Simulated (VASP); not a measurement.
## H3WCl4: single point with PBE

Crystal: H3WCl4.

```
CELL_PARAMETERS angstrom
3.86268 2.23012 3.59741
-3.86268 2.23012 3.59741
0.00000 -4.46024 3.59741
ATOMIC_POSITIONS crystal
H 0.81507 0.81507 0.19831
H 0.81507 0.19831 0.81507
H 0.19831 0.81507 0.81507
W 0.95969 0.95969 0.95969
Cl 0.75594 0.75594 0.75594
Cl 0.23933 0.81726 0.23933
Cl 0.81726 0.23933 0.23933
Cl 0.23933 0.23933 0.81726
```

| Quantity | Value |
| --- | --- |
| Program | VASP 6.6.1 |
| Task | single point |
| Functional | PBE |
| Potentials or basis | VASP PAW PBE potentials, release 64 (H, W_sv, Cl) |
| Cutoff | 520 eV |
| k mesh | 3 × 3 × 3 |
| Occupations | gaussian, width 0.2 eV |
| Spin | no spin polarisation |

| Quantity | Value |
| --- | --- |
| Pressure | -0.1 GPa |
| Largest force | 0.045 eV/Å |
| Band gap on the k mesh | zero (an odd number of electrons rules out a gap without spin polarisation) |

Forces on the atoms (eV/Å):
```
H    0.000 -0.006  0.002
H   -0.005  0.003  0.002
H    0.005  0.003  0.002
W    0.000  0.000 -0.038
Cl   0.000  0.000  0.045
Cl  -0.009  0.005 -0.004
Cl   0.009  0.005 -0.004
Cl   0.000 -0.010 -0.004
```

Stress tensor (GPa, compression positive):
```
 0.04  0.00  0.00
 0.00  0.04  0.00
 0.00  0.00 -0.27
```

Levels at points of the mesh, in eV from the Fermi level:
| k point | band 19 | band 20 | band 21 | band 22 | band 23 | band 24 | band 25 | band 26 | band 27 | band 28 |
| --- | --- | --- | --- | --- | --- | --- | --- | --- | --- | --- |
| (0.00, 0.00, 0.00) | -1.24 | -0.85 | -0.43 | -0.23 | -0.23 | 2.12 | 2.12 | 4.28 | 5.27 | 5.27 |

Run time: 22 s on 1 thread of Intel(R) Xeon(R) 6975P-C (Granite Rapids), on a shared host, peak memory 0.32 GiB.

Caveat: the k points lie up to 0.37 Å⁻¹ apart, too coarse for converged energies and pressures of a metal; spin-orbit coupling is left out, which moves the levels of the heavy elements; an odd number of electrons without spin polarisation forces a metal; a magnetic or distorted state may lie lower.
